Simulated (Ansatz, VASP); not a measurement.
## Two plane-wave programs on MgO

```
Mg O
1.0
     3.33454    0.00000    0.00000
    -1.66727    2.88779    0.00000
     0.00000    0.00000    4.34957
Mg O
2 2
Direct
  0.66667 0.33333 0.75000
  0.33333 0.66667 0.25000
  0.66667 0.33333 0.25000
  0.33333 0.66667 0.75000
```

Alike in both runs: task single point; functional PBE; k mesh 9 × 9 × 6; occupations gaussian, width 0.05 eV; no spin polarisation.

|  | VASP | Ansatz |
| --- | --- | --- |
| version | VASP 6.6.1 | Ansatz 0.2.0 |
| potentials or method | VASP PAW PBE potentials, release 64 (Mg, O), cutoff 520 eV | scalar-relativistic, plane waves, PAW |
| valence electrons in the cell | 16 | 32 |

|  | VASP | Ansatz | Ansatz less VASP |
| --- | --- | --- | --- |
| gap on the k mesh at the Fermi level (eV) | 3.62 | 3.64 | +0.021 |
| least direct gap on the mesh (eV) | 3.62 | 3.64 | +0.021 |
| pressure (GPa) | 13.2 | 13.7 | +0.48 |
| traceless stress, the component that is largest in VASP (GPa) | -11.30 | -11.04 | +0.261 |

The functional is the same, so the differences come from potentials, cutoffs and numerics. VASP's potentials hold 16 valence electrons a cell and Ansatz's 32, so a difference there can come from the potentials and not from the codes.
